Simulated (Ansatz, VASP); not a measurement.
# Two plane-wave programs on PbSe

File INCAR:

```
SYSTEM = PbSe
PREC     = Accurate       ! precision mode
ENCUT    = 520            ! plane-wave cutoff, eV
EDIFF    = 1E-7           ! SCF threshold, eV
ISMEAR   = 0              ! smearing method
SIGMA    = 0.03           ! smearing width, eV
LREAL    = .False.        ! projectors in reciprocal space
LASPH    = .True.         ! aspherical terms in the spheres
NELM     = 80             ! most SCF steps
ALGO     = Normal         ! electronic algorithm
ISIF     = 2              ! what is computed and relaxed
LWAVE    = .False.        ! write WAVECAR
LCHARG   = .True.         ! write CHGCAR
GGA      = PE             ! functional
IVDW     = 12             ! dispersion correction
LELF     = .True.         ! ELF
LVHAR    = .True.       
NBANDS   = 17             ! bands
```

The input KPOINTS:

```
Automatic mesh
0
Gamma
  10 10 10
  0 0 0
```

The input POSCAR:

```
PbSe
1.0
    0.0000000000      3.0076692978      2.9598473559
    3.0076692978      0.0000000000      2.9598473559
    3.0076692978      3.0076692978      0.0000000000
Pb Se
1 1
Direct
    0.0000000000      0.0000000000      0.0000000000
    0.5000000000      0.5000000000      0.5000000000
```

Input for Ansatz:

```yaml
crystal:
  lattice:
    - [0.0, 3.0076692978, 2.9598473559]
    - [3.0076692978, 0.0, 2.9598473559]
    - [3.0076692978, 3.0076692978, 0.0]
  atoms:
    - { symbol: Pb, position: [0.0, 0.0, 0.0] }
    - { symbol: Se, position: [0.5, 0.5, 0.5] }
basis:
  ecutwfc: 420
kpoints:
  mp_grid: { grid: [10, 10, 10] }
hamiltonian:
  xc: pbe
  dispersion: d3bj
scf:
  occupations: { method: gaussian, width: 0.03 }
output:
  forces: true
  stress: true
  eigenvalues: true
```

Alike in both runs: task single point; functional PBE; dispersion D3(BJ); k mesh 10 × 10 × 10; occupations gaussian, width 0.03 eV; no spin polarisation.

|  | VASP | Ansatz |
| --- | --- | --- |
| version | VASP 6.6.1 | Ansatz 0.2.0 |
| potentials or method | VASP PAW PBE potentials, release 64 (Pb_d, Se), cutoff 520 eV | scalar-relativistic, plane waves, PAW |
| valence electrons in the cell | 20 | 30 |

Ansatz gave:

```
gap on the k mesh at the Fermi level (eV)                     : 0.02
least direct gap on the mesh (eV)                             : 0.02
pressure (GPa)                                                : 4.6
traceless stress, the component that is largest in VASP (GPa) : 1.90
```

**Question.** What did VASP give for the same quantities?

**Answer.** gap on the k mesh at the Fermi level (eV): 0.03; least direct gap on the mesh (eV): 0.03; pressure (GPa): 4.6; traceless stress, the component that is largest in VASP (GPa): 1.90.

VASP's potentials hold 20 valence electrons a cell and Ansatz's 30, so a difference there can come from the potentials and not from the codes.

Spin-orbit coupling is off throughout.
